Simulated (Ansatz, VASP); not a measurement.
## One calculation of C, two programs

```
CELL_PARAMETERS angstrom
1.14341 -2.17869 0.00000
1.14341 2.17869 0.00000
0.00000 0.00000 7.37782
ATOMIC_POSITIONS crystal
C 0.08332 0.91668 0.74984
C 0.58332 0.41668 0.25016
C 0.91668 0.08332 0.25016
C 0.41668 0.58332 0.74984
```

Change from the starting cell: normal strain along x -0.0700, normal strain along y +0.0233.

Alike in both runs: task single point; functional PBEsol; k mesh 18 × 18 × 6; occupations gaussian, width 0.15 eV; no spin polarisation.

```csv
,VASP,Ansatz
version,VASP 6.6.1,Ansatz 0.2.0
potentials or method,"VASP PAW PBE potentials, release 64 (C), cutoff 520 eV","scalar-relativistic, plane waves, PAW"
valence electrons in the cell,16,16
```

|  | VASP | Ansatz | Ansatz less VASP |
| --- | --- | --- | --- |
| gap on the k mesh at the Fermi level (eV) | 0.64 | 0.64 | -0.001 |
| least direct gap on the mesh (eV) | 0.82 | 0.82 | +0.001 |
| pressure (GPa) | 23.9 | 23.2 | -0.72 |
| traceless stress, the component that is largest in VASP (GPa) | 56.69 | 56.13 | -0.555 |
| rms of the force components (eV/Å) | 0.904 | 0.890 | -0.0136 |

VASP's potentials were made for PBE, not for PBEsol, and Ansatz warns of the same on its side. Atom by atom the forces differ by 0.014 eV/Å (rms over components). The functional is the same, so the differences come from potentials, cutoffs and numerics.
